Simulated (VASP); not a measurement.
# TiAl (P-6m2) in VASP: notebook

Runs on TiAl. Level: PBE. Tasks: single point.

All numbers are computed with VASP 6.6.1; they aren't measurements. Logs are shortened: lines on timing, memory, paths and dates and some standing lists are left out, and cuts for length are marked.

**1. The cell of the first run**

The structure is hexagonal, space group P-6m2 (No. 187). Conventional cell: a = 2.809 Å, b = 2.809 Å, c = 4.277 Å, α = 90.00°, β = 90.00°, γ = 120.00°. Ti (site symmetry -6m2) has 6 Al at 2.68 Å and 6 Ti at 2.81 Å within 3.5 Å. Within 3.5 Å of Al (site symmetry -6m2) lie 6 Ti at 2.68 Å and 6 Al at 2.81 Å.

**2. Single point, PBE**

Contents of INCAR:

```
PREC     = Accurate       # precision mode
ENCUT    = 520            # plane-wave cutoff, eV
EDIFF    = 1E-7           # SCF threshold, eV
ISMEAR   = 0              # smearing method
SIGMA    = 0.15           # smearing width, eV
LREAL    = F              # projectors in reciprocal space
LASPH    = T              # aspherical terms in the spheres
NELM     = 60             # most SCF steps
ALGO     = Normal         # electronic algorithm
ISIF     = 2              # what is computed and relaxed
LWAVE    = F              # write WAVECAR
LCHARG   = F              # write CHGCAR
GGA      = PE             # functional
NBANDS   = 14             # bands
```

Contents of KPOINTS:

```
regular mesh
0
Gamma
  18 18 10
```

Contents of POSCAR:

```
TiAl
1.0
    2.8089000000      0.0000000000      0.0000000000
   -1.4044500000      2.4325787567      0.0000000000
    0.0000000000      0.0000000000      4.2765000000
Ti Al
1 1
Direct
    0.0000000000      0.0000000000      0.0000000000
    0.3333333333      0.6666666667      0.5000000000
```

Potentials or basis: VASP PAW PBE potentials, release 64 (Ti_sv, Al).

Run with:

```console
$ cat potpaw_PBE.64/Ti_sv/POTCAR potpaw_PBE.64/Al/POTCAR > POTCAR
$ mpirun -np 1 vasp_std > vasp.out
```

OUTCAR:

```text
PREC = Accurate
   ENCUT = 520
   EDIFF = 1E-7
   ISMEAR = 0
   LREAL = F
   LASPH = T
   NELM = 60
   ISIF = 2
   GGA = PE

 ion  position               nearest neighbor table
   1  0.000  0.000  0.000-   2 2.68   2 2.68   2 2.68   2 2.68   2 2.68   2 2.68
   2  0.333  0.667  0.500-   1 2.68   1 2.68   1 2.68   1 2.68   1 2.68   1 2.68

  LATTYP: Found a hexagonal cell.
 ALAT       =     2.8089000000
 C/A-ratio  =     1.5224821104

  Lattice vectors:

 A1 = (   2.8089000000,   0.0000000000,   0.0000000000)
 A2 = (  -1.4044500000,   2.4325787567,   0.0000000000)
 A3 = (   0.0000000000,   0.0000000000,   4.2765000000)

Analysis of symmetry for initial positions (statically):
=====================================================================
 Subroutine PRICEL returns:
 Original cell was already a primitive cell.

 Routine SETGRP: Setting up the symmetry group for a
 hexagonal supercell.

 Subroutine GETGRP returns: Found 12 space group operations
 (whereof 12 operations were pure point group operations)
 out of a pool of 24 trial point group operations.

The static configuration has the point symmetry D_3h.

Analysis of symmetry for dynamics (positions and initial velocities):
=====================================================================
 Subroutine PRICEL returns:
 Original cell was already a primitive cell.

 Routine SETGRP: Setting up the symmetry group for a
 hexagonal supercell.

 Subroutine GETGRP returns: Found 12 space group operations
 (whereof 12 operations were pure point group operations)
 out of a pool of 24 trial point group operations.

The dynamic configuration has the point symmetry D_3h.

 Subroutine INISYM returns: Found 12 space group operations
 (whereof 12 operations are pure point group operations),
 and found     1 'primitive' translations

----------------------------------------------------------------------------------------

                                     Primitive cell

  volume of cell :      29.2208

  direct lattice vectors                    reciprocal lattice vectors
     2.808900000  0.000000000  0.000000000     0.356011250  0.205543191  0.000000000
    -1.404450000  2.432578757  0.000000000     0.000000000  0.411086382  0.000000000
     0.000000000  0.000000000  4.276500000     0.000000000  0.000000000  0.233836081

  length of vectors
     2.808900000  2.808900000  4.276500000     0.411086382  0.411086382  0.233836081

  position of ions in fractional coordinates (direct lattice)
     0.000000000  0.000000000  0.000000000
[... 89 lines left out ...]
   NELECT =      15.0000    total number of electrons
   NUPDOWN=      -1.0000    fix difference up-down
   EMIN   =  10.00;   EMAX   =-10.00  energy-range for DOS
   EFERMI =   0.00;   METHOD = LEGACY
   ISMEAR =     0;   SIGMA  =   0.15  broadening in eV -4-tet -1-fermi 0-gaus
   EFERMI_NEDOS =   21; number of points for ismear=-14 and -15
   IALGO  =     38    algorithm
   IMIX   =      4    mixing-type and parameters
     AMIX     =   0.40;   BMIX     =  1.00
     AMIX_MAG =   1.60;   BMIX_MAG =  1.00
  volume/ion in A,a.u.               =      14.61        98.60
  Fermi-wavevector in a.u.,A,eV,Ry     =   1.310815  2.477081 23.378015  1.718236
  Thomas-Fermi vector in A             =   2.441319
   LORBIT       =      0    0 simple, 1 ext, 2 COOP (PROOUT), +10 PAW based schemes
   GGA     = PE    functional components
   LHFCALC =     F    Hartree Fock is set to
   AEXX    =    0.0000 exact exchange contribution
   IVDW    =     0    specifies the selected vdW correction
   LEPSILON=     F    determine dielectric tensor
   LRPA    =     F    only Hartree local field effects (RPA)
 non-spin polarized calculation
 Gauss-broadening in eV      SIGMA  =   0.15
  energy-cutoff  :      520.00
  volume of cell :       29.22
 maximum number of plane-waves:       800
 NGX is ok and might be reduce to    24
   NGX = 11   NGY = 11   NGZ = 15

 number of electron      14.9999997 magnetization

 Free energy of the ion-electron system (eV)
  ---------------------------------------------------
  ext. energy  EPLUGINS =         0.00000000
  ---------------------------------------------------
  free energy    TOTEN  =       -11.82114047 eV

  energy without entropy =      -11.79227638  energy(sigma->0) =      -11.80670843

 E-fermi :   9.2106     XC(G=0): -11.4981

 val. band max:        9.2081303761   @ k =   0.3333  -0.0000   0.4000
 cond. band min:       9.2113497527   @ k =   0.1667   0.1667   0.4000
 fundamental gap:      0.0032193767
 Fermi energy:         9.2106453013

 k-point     1 :       0.0000    0.0000    0.0000
  band No.  band energies     occupation
      1     -47.0322      2.00000
      2     -23.3941      2.00000
      3     -22.8816      2.00000
      4     -22.8816      2.00000
      5      -0.2019      2.00000
      6       6.9987      2.00000
      7       8.0072      2.00000
      8      10.5854      0.00000
      9      10.5854      0.00000
     10      12.1971      0.00000
     11      12.1971      0.00000
     12      14.7206      0.00000
     13      22.3872      0.00000
     14      22.3872      0.00000
[... 377 lines left out ...]
      1     -46.9090      2.00000
      2     -23.5488      2.00000
      3     -23.2715      2.00000
      4     -23.0919      2.00000
      5       4.6449      2.00000
      6       7.0053      2.00000
      7       7.6337      2.00000
      8       8.3072      2.00000
      9      10.8508      0.00000
     10      12.7915      0.00000
     11      14.0245      0.00000
     12      14.7354      0.00000
     13      15.3351      0.00000
     14      16.7979      0.00000

 [... further k-points ...]

------------------------ aborting loop because EDIFF is reached ----------------------------------------

  FORCE on cell =-STRESS in cart. coord.  units (eV):
  Direction    XX          YY          ZZ          XY          YZ          ZX
  --------------------------------------------------------------------------------------
  -------------------------------------------------------------------------------------
  Total        2.7999495      2.7999495      5.2465834      0.0000000      0.0000000     -0.0000000
  in kB      153.5214684    153.5214684    287.6706134      0.0000000      0.0000000     -0.0000000
  external PRESSURE =     198.2378501 kB  Pullay stress =       0.0000000 kB

 VOLUME and BASIS-vectors are now :
 -----------------------------------------------------------------------------
  energy-cutoff  :      520.00
  volume of cell :       29.22
      direct lattice vectors                 reciprocal lattice vectors
     2.808900000  0.000000000  0.000000000     0.356011250  0.205543191  0.000000000
    -1.404450000  2.432578757  0.000000000     0.000000000  0.411086382  0.000000000
     0.000000000  0.000000000  4.276500000     0.000000000  0.000000000  0.233836081

 POSITION                                       TOTAL-FORCE (eV/Angst)
 -----------------------------------------------------------------------------------
      0.00000      0.00000      0.00000        -0.000000      0.000000      0.000000
     -0.00000      1.62172      2.13825         0.000000     -0.000000      0.000000
 -----------------------------------------------------------------------------------
    total drift:                                0.000000     -0.000000      0.000000

  FREE ENERGIE OF THE ION-ELECTRON SYSTEM (eV)
  ---------------------------------------------------
  free  energy   TOTEN  =       -11.8211404685 eV

  energy  without entropy=      -11.7922763836  energy(sigma->0) =      -11.80670843
```

stdout:

```text
POSCAR found type information on POSCAR TiAl
 POSCAR found :  2 types and       2 ions
 scaLAPACK will be used
 LDA part: xc-table for (Slater+PW92), standard interpolation
 POSCAR, INCAR and KPOINTS ok, starting setup
 FFT: planning ... GRIDC
 FFT: planning ... GRID_SOFT
 FFT: planning ... GRID
 WAVECAR not read
 entering main loop
```

Wall time 99 s (1 thread of Intel Xeon 8259CL, shared host); peak memory 0.22 GiB.

Results:

```
Free energy            : -11.8211 eV
Pressure               : 19.8 GPa
Band gap on the k mesh : zero (an odd number of electrons rules out a gap without spin polarisation)
```

Stress tensor (GPa, compression positive):
```
15.35  0.00  0.00
 0.00 15.35  0.00
 0.00  0.00 28.77
```

Levels at points of the mesh, in eV from the Fermi level:
| k point | band 4 | band 5 | band 6 | band 7 | band 8 | band 9 | band 10 | band 11 | band 12 | band 13 |
| --- | --- | --- | --- | --- | --- | --- | --- | --- | --- | --- |
| (0.00, 0.00, 0.00) | -32.09 | -9.41 | -2.21 | -1.20 | 1.37 | 1.37 | 2.99 | 2.99 | 5.51 | 13.18 |
| (0.50, 0.00, 0.00) | -32.25 | -4.13 | -2.98 | -1.73 | -1.10 | 2.20 | 4.37 | 4.91 | 4.95 | 6.50 |
| (0.00, 0.00, 0.50) | -32.09 | -8.16 | -5.41 | -0.12 | 1.40 | 1.40 | 2.83 | 2.83 | 8.40 | 13.62 |
| (0.50, 0.00, 0.50) | -32.25 | -4.11 | -2.39 | -2.03 | 0.68 | 1.20 | 1.86 | 4.02 | 4.37 | 7.36 |

Caveat: the stress differs along the axes, from 15 to 29 GPa.

[end of part 1 of 2]
